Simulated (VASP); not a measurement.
# CdAg2F6 (Fm-3m) in VASP: notebook

CdAg2F6 is run at these levels: PBE; tasks: relaxation of cell and atoms, single point.

Program: VASP 6.6.1. These are calculated values, not measurements. Logs are shortened: lines on timing, memory, paths and dates and some standing lists are left out, and cuts for length are marked.

## (1) The cell of the first run

It takes space group Fm-3m (No. 225, cubic). Conventional cell: a = 8.057 Å, b = 8.057 Å, c = 8.057 Å, α = 90.00°, β = 90.00°, γ = 90.00°. Cd (site symmetry m-3m) has 6 F at 2.01 Å within 2.7 Å. Within 3.8 Å of Ag (site symmetry -43m) lie 12 F at 2.85 Å and 4 Cd at 3.49 Å. F (site symmetry 4mm) has 1 Cd at 2.01 Å within 2.7 Å.

## (2) Relaxation of cell and atoms, PBE (atoms taken out)

File INCAR:

```
  ALGO = Fast
  EDIFF = 1E-6
  EDIFFG = -0.04
  ENCUT = 600
  GGA = PE
  IBRION = 2
  ISIF = 3
  ISMEAR = 0
  LASPH = T
  LCHARG = F
  LREAL = F
  LWAVE = F
  NELM = 60
  NSW = 90
  PREC = Accurate
  SIGMA = 0.1
```

File KPOINTS:

```
k-points
0
Gamma
  4 4 4
```

File POSCAR:

```
CdAg2F6
1.0
    0.0000000000      4.0283893800      4.0283893800
    4.0283893800      0.0000000000      4.0283893800
    4.0283893800      4.0283893800      0.0000000000
Cd Ag F
1 2 6
Direct
    0.0000000000      0.0000000000      0.0000000000
    0.2500000000      0.2500000000      0.2500000000
    0.7500000000      0.7500000000      0.7500000000
    0.7500000000      0.2500000000      0.2500000000
    0.2500000000      0.7500000000      0.7500000000
    0.2500000000      0.7500000000      0.2500000000
    0.7500000000      0.2500000000      0.7500000000
    0.2500000000      0.2500000000      0.7500000000
    0.7500000000      0.7500000000      0.2500000000
```

Potentials or basis: VASP PAW PBE potentials, release 64 (Cd, Ag, F).

Command:

```sh
$ cat potpaw_PBE.64/Cd/POTCAR potpaw_PBE.64/Ag/POTCAR potpaw_PBE.64/F/POTCAR > POTCAR
$ mpirun -np 1 vasp_std > vasp.out
```

OUTCAR:

```text
EDIFF = 1E-6
   EDIFFG = -0.04
   ENCUT = 600
   GGA = PE
   IBRION = 2
   ISIF = 3
   ISMEAR = 0
   LASPH = T
   LREAL = F
   NELM = 60
   NSW = 90
   PREC = Accurate

 ion  position               nearest neighbor table
   1  0.000  0.000  0.000-   4 2.01   5 2.01   6 2.01   7 2.01   8 2.01   9 2.01   3 3.49   3 3.49
                             2 3.49   3 3.49   3 3.49   2 3.49   2 3.49   2 3.49
   2  0.250  0.250  0.250-   1 3.49   1 3.49   1 3.49   1 3.49
   3  0.750  0.750  0.750-   1 3.49   1 3.49   1 3.49   1 3.49
   4  0.750  0.250  0.250-   1 2.01
   5  0.250  0.750  0.750-   1 2.01
   6  0.250  0.750  0.250-   1 2.01
   7  0.750  0.250  0.750-   1 2.01
   8  0.250  0.250  0.750-   1 2.01
   9  0.750  0.750  0.250-   1 2.01

  LATTYP: Found a face centered cubic cell.
 ALAT       =     8.0567787600

  Lattice vectors:

 A1 = (   0.0000000000,   4.0283893800,   4.0283893800)
 A2 = (   4.0283893800,   0.0000000000,   4.0283893800)
 A3 = (   4.0283893800,   4.0283893800,   0.0000000000)

Analysis of symmetry for initial positions (statically):
=====================================================================
 Subroutine PRICEL returns:
 Original cell was already a primitive cell.

 Routine SETGRP: Setting up the symmetry group for a
 face centered cubic supercell.

 Subroutine GETGRP returns: Found 48 space group operations
 (whereof 48 operations were pure point group operations)
 out of a pool of 48 trial point group operations.

The static configuration has the point symmetry O_h .

Analysis of symmetry for dynamics (positions and initial velocities):
=====================================================================
 Subroutine PRICEL returns:
 Original cell was already a primitive cell.

 Routine SETGRP: Setting up the symmetry group for a
 face centered cubic supercell.

 Subroutine GETGRP returns: Found 48 space group operations
 (whereof 48 operations were pure point group operations)
 out of a pool of 48 trial point group operations.

The dynamic configuration has the point symmetry O_h .

 Subroutine INISYM returns: Found 48 space group operations
 (whereof 48 operations are pure point group operations),
 and found     1 'primitive' translations

----------------------------------------------------------------------------------------

                                     Primitive cell

  volume of cell :     130.7448

  direct lattice vectors                    reciprocal lattice vectors
     0.000000000  4.028389380  4.028389380    -0.124119084  0.124119084  0.124119084
     4.028389380  0.000000000  4.028389380     0.124119084 -0.124119084  0.124119084
     4.028389380  4.028389380  0.000000000     0.124119084  0.124119084 -0.124119084

  length of vectors
     5.697002896  5.697002896  5.697002896     0.214980560  0.214980560  0.214980560

  position of ions in fractional coordinates (direct lattice)
     0.000000000  0.000000000  0.000000000
     0.250000000  0.250000000  0.250000000
     0.750000000  0.750000000  0.750000000
     0.750000000  0.250000000  0.250000000
     0.250000000  0.750000000  0.750000000
     0.250000000  0.750000000  0.250000000
     0.750000000  0.250000000  0.750000000
     0.250000000  0.250000000  0.750000000
     0.750000000  0.750000000  0.250000000

  ion indices of the primitive-cell ions
   primitive index   ion index
                 1           1
                 2           2
                 3           3
                 4           4
                 5           5
                 6           6
                 7           7
                 8           8
                 9           9

----------------------------------------------------------------------------------------

 KPOINTS: k-points

Automatic generation of k-mesh.
 Grid dimensions read from file:
 generate k-points for:    4    4    4

 Generating k-lattice:

  Cartesian coordinates                     Fractional coordinates (reciprocal lattice)
    -0.031029771  0.031029771  0.031029771     0.250000000  0.000000000  0.000000000
     0.031029771 -0.031029771  0.031029771     0.000000000  0.250000000  0.000000000
     0.031029771  0.031029771 -0.031029771     0.000000000  0.000000000  0.250000000

  Length of vectors
     0.053745140  0.053745140  0.053745140

  Shift w.r.t. Gamma in fractional coordinates (k-lattice)
     0.000000000  0.000000000  0.000000000

 Subroutine IBZKPT returns following result:
 ===========================================

 Found      8 irreducible k-points:

 Following reciprocal coordinates:
            Coordinates               Weight
  0.000000  0.000000  0.000000      1.000000
  0.250000  0.000000  0.000000      8.000000
  0.500000  0.000000  0.000000      4.000000
  0.250000  0.250000  0.000000      6.000000
  0.500000  0.250000  0.000000     24.000000
 -0.250000  0.250000  0.000000     12.000000
  0.500000  0.500000  0.000000      3.000000
 -0.250000  0.500000  0.250000      6.000000
   k-points           NKPTS =      8   k-points in BZ     NKDIM =      8   number of bands    NBANDS=     45
   number of dos      NEDOS =    301   number of ions     NIONS =      9
   total plane-waves  NPLWV = 110592
   dimension x,y,z NGX =    48 NGY =   48 NGZ =   48
   dimension x,y,z NGXF=    96 NGYF=   96 NGZF=   96
   ions per type =               1   2   6
   NGX,Y,Z   is equivalent  to a cutoff of  14.01, 14.01, 14.01 a.u.
   NGXF,Y,Z  is equivalent  to a cutoff of  28.01, 28.01, 28.01 a.u.
 SYSTEM =  unknown system
   PREC   = accura    normal or accurate (medium, high low for compatibility)
   ISTART =      0    job   : 0-new  1-cont  2-samecut
   ICHARG =      2    charge: 1-file 2-atom 10-const
   ISPIN  =      1    spin polarized calculation?
   LNONCOLLINEAR =      F non collinear calculations
   LSORBIT =      F    spin-orbit coupling
   LASPH  =      T    aspherical Exc in radial PAW
   ENCUT  =  600.0 eV  44.10 Ry    6.64 a.u.  11.38 11.38 11.38*2*pi/ulx,y,z
   NELM   =     60;   NELMIN=  2; NELMDL= -5     # of ELM steps
   EDIFF  = 0.1E-05   stopping-criterion for ELM
   LREAL  =      F    real-space projection
   EDIFFG = -.4E-01   stopping-criterion for IOM
   NSW    =     90    number of steps for IOM
   IBRION =      2    ionic relax: 0-MD 1-quasi-New 2-CG
   NFREE  =      1    steps in history (QN), initial steepest desc. (CG)
   ISIF   =      3    stress and relaxation
   ISYM   =      2    0-nonsym 1-usesym 2-fastsym
   POTIM  = 0.5000    time-step for ionic-motion
   TEBEG  =    0.0;   TEEND  =   0.0 temperature during run
   PSTRESS=    0.0 pullay stress
   NELECT =      76.0000    total number of electrons
   NUPDOWN=      -1.0000    fix difference up-down
   EMIN   =  10.00;   EMAX   =-10.00  energy-range for DOS
   EFERMI =   0.00;   METHOD = LEGACY
   ISMEAR =     0;   SIGMA  =   0.10  broadening in eV -4-tet -1-fermi 0-gaus
   EFERMI_NEDOS =   21; number of points for ismear=-14 and -15
   IALGO  =     68    algorithm
   IMIX   =      4    mixing-type and parameters
     AMIX     =   0.40;   BMIX     =  1.00
     AMIX_MAG =   1.60;   BMIX_MAG =  1.00
  volume/ion in A,a.u.               =      14.53        98.03
  Fermi-wavevector in a.u.,A,eV,Ry     =   1.366274  2.581884 25.398072  1.866706
  Thomas-Fermi vector in A             =   2.492429
   LORBIT       =      0    0 simple, 1 ext, 2 COOP (PROOUT), +10 PAW based schemes
   GGA     = PE    functional components
   LHFCALC =     F    Hartree Fock is set to
   AEXX    =    0.0000 exact exchange contribution
   IVDW    =     0    specifies the selected vdW correction
   LEPSILON=     F    determine dielectric tensor
   LRPA    =     F    only Hartree local field effects (RPA)
 conjugate gradient relaxation of ions
 non-spin polarized calculation
 RMM-DIIS sequential band-by-band and
 Gauss-broadening in eV      SIGMA  =   0.10
  energy-cutoff  :      600.00
  volume of cell :      130.74
 maximum number of plane-waves:      4398
 NGX is ok and might be reduce to    48
   NGX = 23   NGY = 23   NGZ = 23

--------------------------------------- Ionic step        1  -------------------------------------------

 number of electron      75.9999988 magnetization

 Free energy of the ion-electron system (eV)
  ---------------------------------------------------
  ext. energy  EPLUGINS =         0.00000000
  ---------------------------------------------------
  free energy    TOTEN  =       -25.47069330 eV

  energy without entropy =      -25.38038359  energy(sigma->0) =      -25.42553844

------------------------ aborting loop because EDIFF is reached ----------------------------------------

  FORCE on cell =-STRESS in cart. coord.  units (eV):
  Direction    XX          YY          ZZ          XY          YZ          ZX
  --------------------------------------------------------------------------------------
  -------------------------------------------------------------------------------------
  Total        3.8732261      3.8732261      3.8732261      0.0000000      0.0000000      0.0000000
  in kB       47.4634292     47.4634292     47.4634292      0.0000000      0.0000000      0.0000000
  external PRESSURE =      47.4634292 kB  Pullay stress =       0.0000000 kB
[... 157 lines left out ...]
  energy  without entropy=      -25.6107750437  energy(sigma->0) =      -25.66292759

--------------------------------------- Ionic step        5  -------------------------------------------

 number of electron      75.9999986 magnetization

 E-fermi :  -0.6877     XC(G=0):  -9.9719

 val. band max:       -0.7043793309   @ k =   0.5000   0.5000   0.0000
 cond. band min:      -0.6850400491   @ k =  -0.2500   0.5000   0.2500
 fundamental gap:      0.0193392818
 Fermi energy:        -0.6876558861

 k-point     1 :       0.0000    0.0000    0.0000
  band No.  band energies     occupation
      1     -21.4487      2.00000
      2     -20.9648      2.00000
      3     -20.9648      2.00000
      4     -20.9648      2.00000
      5     -20.8867      2.00000
      6     -20.8867      2.00000
[... 413 lines left out ...]
  energy  without entropy=      -25.6412286916  energy(sigma->0) =      -25.69311931

--------------------------------------- Ionic step        6  -------------------------------------------

 number of electron      75.9999996 magnetization

 Free energy of the ion-electron system (eV)
  ---------------------------------------------------
  ext. energy  EPLUGINS =         0.00000000
  ---------------------------------------------------
  free energy    TOTEN  =       -25.74681417 eV

  energy without entropy =      -25.64337890  energy(sigma->0) =      -25.69509654

 E-fermi :  -0.5791     XC(G=0): -10.0459

 val. band max:       -0.5933808724   @ k =   0.5000   0.5000   0.0000
 cond. band min:      -0.5768326636   @ k =  -0.2500   0.5000   0.2500
 fundamental gap:      0.0165482089
 Fermi energy:        -0.5790861694

 k-point     1 :       0.0000    0.0000    0.0000
  band No.  band energies     occupation
      1     -21.3762      2.00000
      2     -20.8760      2.00000
      3     -20.8760      2.00000
      4     -20.8760      2.00000
      5     -20.7899      2.00000
      6     -20.7899      2.00000
[... 409 lines left out ...]
  FREE ENERGIE OF THE ION-ELECTRON SYSTEM (eV)
  ---------------------------------------------------
  free  energy   TOTEN  =       -25.7468141742 eV

  energy  without entropy=      -25.6433789047  energy(sigma->0) =      -25.69509654

 reached required accuracy - stopping structural energy minimisation
```

Wall time 11 min (1 thread of Oxide Virtual Turin-like, shared host); peak memory 0.33 GiB.

Results:

| Property | Result |
| --- | --- |
| Free energy | -25.7468 eV |
| Relaxed volume | 14.38 Å³/atom |
| Relaxed cell | a = 5.678 Å, b = 5.678 Å, c = 5.678 Å, α = 60.00°, β = 60.00°, γ = 60.00° |
| Space group after relaxing (to 0.1 Å) | Fm-3m (No. 225) |
| Energy gained by relaxing | 30.7 meV/atom |
| Ionic steps | 6 |
| Pressure after relaxing | 0.2 GPa |
| Band gap on the k mesh | zero (bands 38 and 39 overlap by 0.22 eV) |

Step by step:
| step | energy change (eV) | largest force (eV/Å) | pressure (GPa) | volume (Å³) |
| --- | --- | --- | --- | --- |
| 1 | 0.0000 | 1.1369 | 4.75 | 130.74 |
| 2 | -0.2123 | 0.0507 | -2.24 | 139.06 |
| 3 | -0.2273 | 0.1597 | -1.02 | 137.21 |
| 4 | -0.2444 | 0.1362 | -0.83 | 135.66 |
| 5 | -0.2743 | 0.0550 | -0.12 | 131.08 |
| 6 | -0.2761 | 0.0211 | 0.20 | 129.44 |

Final structure:
```xyz
9
Lattice="0.0000 4.0149 4.0149 4.0149 0.0000 4.0149 4.0149 4.0149 0.0000" Properties=species:S:1:pos:R:3 pbc="T T T"
Cd    4.0149    8.0298    4.0149
Ag    2.0075    2.0075    2.0075
Ag    6.0224    6.0224    6.0224
F     2.0965    4.0149    4.0149
F     5.9333    4.0149    4.0149
F     4.0149    2.0965    4.0149
F     4.0149    5.9333    4.0149
F     4.0149    4.0149    2.0965
F     4.0149    4.0149    5.9333
```

Levels at points of the mesh, in eV from the Fermi level:
```csv
k point,band 36,band 37,band 38,band 39,band 40,band 41
"(0.00, 0.00, 0.00)",-0.64,-0.64,0.15,0.15,2.39,5.18
"(0.50, 0.00, 0.00)",-0.10,-0.10,-0.04,-0.04,4.72,4.77
"(0.50, 0.50, 0.00)",-0.05,-0.01,-0.01,0.15,5.03,5.85
```

Caveat: the cell differs from its parent crystal (atoms taken out).

## (3) Single point, PBE, collinear spin (atoms taken out)

File INCAR:

```
SYSTEM = CdAg2F6
ALGO     = Normal         ! electronic algorithm
EDIFF    = 1E-6           ! SCF threshold, eV
ENCUT    = 520            ! plane-wave cutoff, eV
GGA      = PE             ! functional
ISIF     = 2              ! what is computed and relaxed
ISMEAR   = 0              ! smearing method
ISPIN    = 2              ! spin polarisation
LASPH    = .True.         ! aspherical terms in the spheres
LCHARG   = .True.         ! write CHGCAR
LELF     = .True.         ! ELF
LMAXMIX  = 4              ! l up to which the mixer works
LORBIT   = 11             ! projections on sites
LREAL    = .False.        ! projectors in reciprocal space
LVHAR    = .True.       
LWAVE    = .False.        ! write WAVECAR
MAGMOM   = 0 1 1 0 0 0 0 0 0 ! initial moments
NBANDS   = 52             ! bands
NELM     = 150            ! most SCF steps
PREC     = Accurate       ! precision mode
SIGMA    = 0.1            ! smearing width, eV
```

File KPOINTS:

```
k-points
0
Gamma
  4 4 4
  0 0 0
```

POSCAR is that of step 2.

Potentials or basis: VASP PAW PBE potentials, release 64 (Cd, Ag, F).

Command:

```sh
$ cat potpaw_PBE.64/Cd/POTCAR potpaw_PBE.64/Ag/POTCAR potpaw_PBE.64/F/POTCAR > POTCAR
$ mpirun -np 1 vasp_std > vasp.out
```

Wall time 2.7 min (1 thread of Oxide Virtual Turin-like, shared host); peak memory 0.33 GiB.

The run converged. Its results:

- Free energy: -25.4623 eV
- Pressure: 4.8 GPa
- Band gap on the k mesh: zero (filled and empty bands overlap)
- Net moment: 0.00 μB per cell
- Valence electrons inside the program's atomic spheres: Cd 10.35; Ag 9.49; F 6.01

Levels at points of the mesh, in eV from the Fermi level:
Spin up:
```
           k point  band 36  band 37  band 38  band 39  band 40  band 41
(0.00, 0.00, 0.00)    -0.54    -0.54     0.15     0.15     2.38     5.12
(0.50, 0.00, 0.00)    -0.12    -0.12    -0.04    -0.04     4.63     4.75
(0.50, 0.50, 0.00)    -0.08    -0.04    -0.04     0.15     4.95     5.76
```
Spin down:
| k point | band 36 | band 37 | band 38 | band 39 | band 40 | band 41 |
| --- | --- | --- | --- | --- | --- | --- |
| (0.00, 0.00, 0.00) | -0.54 | -0.54 | 0.15 | 0.15 | 2.38 | 5.12 |
| (0.50, 0.00, 0.00) | -0.12 | -0.12 | -0.04 | -0.04 | 4.63 | 4.75 |
| (0.50, 0.50, 0.00) | -0.08 | -0.04 | -0.04 | 0.15 | 4.95 | 5.76 |

Caveat: the cell differs from its parent crystal (atoms taken out); the cell stands under pressure.

## (4) Single point, PBE, collinear spin (atoms taken out)

File INCAR:

```
PREC     = Accurate       # precision mode
ENCUT    = 520            # plane-wave cutoff, eV
EDIFF    = 1E-6           # SCF threshold, eV
ISMEAR   = 0              # smearing method
SIGMA    = 0.1            # smearing width, eV
LREAL    = False          # projectors in reciprocal space
LASPH    = True           # aspherical terms in the spheres
NELM     = 150            # most SCF steps
ALGO     = Normal         # electronic algorithm
ISIF     = 2              # what is computed and relaxed
LWAVE    = False          # write WAVECAR
LCHARG   = False          # write CHGCAR
ISPIN    = 2              # spin polarisation
MAGMOM   = 0 1 1 0 0 0 0 0 0 # initial moments
LORBIT   = 11             # projections on sites
LMAXMIX  = 4              # l up to which the mixer works
GGA      = PE             # functional
NBANDS   = 52             # bands
```

File KPOINTS:

```
Automatic mesh
0
Gamma
  4 4 4
```

File POSCAR:

```
CdAg2F6
1.0
    0.0000000000      4.0313852284      4.0313852284
    4.0313852284      0.0000000000      4.0313852284
    4.0313852284      4.0313852284      0.0000000000
Cd Ag F
1 2 6
Direct
    0.0000000000      0.0000000000      0.0000000000
    0.2500000000      0.2500000000      0.2500000000
    0.7500000000      0.7500000000      0.7500000000
    0.7419439737      0.2580560263      0.2580560263
    0.2580560263      0.7419439737      0.7419439737
    0.2580560263      0.7419439737      0.2580560263
    0.7419439737      0.2580560263      0.7419439737
    0.2580560263      0.2580560263      0.7419439737
    0.7419439737      0.7419439737      0.2580560263
```

Command:

```sh
$ cat potpaw_PBE.64/Cd/POTCAR potpaw_PBE.64/Ag/POTCAR potpaw_PBE.64/F/POTCAR > POTCAR
$ mpirun -np 1 vasp_std > vasp.out
```

Wall time 3.3 min (1 thread of Oxide Virtual Turin-like, shared host); peak memory 0.33 GiB.

Results (log left out):

- Free energy: -25.7257 eV
- Pressure: 0.7 GPa
- Largest force: 0.229 eV/Å
- Band gap on the k mesh: zero (filled and empty bands overlap)
- Net moment: 0.00 μB per cell
- Valence electrons inside the program's atomic spheres: Cd 10.26; Ag 9.46; F 5.99

Forces on the atoms (eV/Å):
```
Cd   0.000  0.000  0.000
Ag   0.000  0.000  0.000
Ag   0.000  0.000  0.000
F    0.229  0.000  0.000
F   -0.229  0.000  0.000
F    0.000  0.229  0.000
F    0.000 -0.229  0.000
F    0.000  0.000  0.229
F    0.000  0.000 -0.229
```

Levels at points of the mesh, in eV from the Fermi level:
Spin up:
```csv
k point,band 36,band 37,band 38,band 39,band 40,band 41
"(0.00, 0.00, 0.00)",-0.61,-0.61,0.15,0.15,2.40,5.16
"(0.50, 0.00, 0.00)",-0.11,-0.11,-0.05,-0.05,4.69,4.76
"(0.50, 0.50, 0.00)",-0.06,-0.02,-0.02,0.15,5.00,5.81
```
Spin down:
```
           k point  band 35  band 36  band 37  band 38  band 39  band 40  band 41  band 42
(0.00, 0.00, 0.00)    -0.73    -0.61    -0.61     0.15     0.15     2.40     5.16     8.94
(0.50, 0.00, 0.00)    -0.11    -0.11    -0.11    -0.05    -0.05     4.69     4.76     8.08
(0.50, 0.50, 0.00)    -0.06    -0.06    -0.02    -0.02     0.15     5.00     5.81     6.67
```

Caveat: the cell differs from its parent crystal (atoms taken out).

## (5) Overview

| task | spin | cell | cutoff (eV) | gap on the mesh (eV) | pressure (GPa) | moment (μB) |
| --- | --- | --- | --- | --- | --- | --- |
| relaxation of cell and atoms | off | relaxed from a = 5.697 Å, angles 60.0°, 9 atoms, atomic positions A | 600 | none | 0.2 | - |
| single point | collinear | a = 5.697 Å, angles 60.0°, 9 atoms, atomic positions A | 520 | none | 4.8 | 0.00 |
| single point | collinear | a = 5.701 Å, angles 60.0°, 9 atoms, atomic positions B | 520 | none | 0.7 | 0.00 |

Alike in all rows: level PBE; potentials or basis VASP PAW PBE potentials, release 64 (Cd, Ag, F); k mesh 4 × 4 × 4; smearing gaussian 0.1 eV.

Caveats: the cell stands under pressure (at least some runs).

Absolute energies hang on the potentials; compare differences alone.

The gap in the log of VASP goes by the Fermi energy; the results here count the filled bands.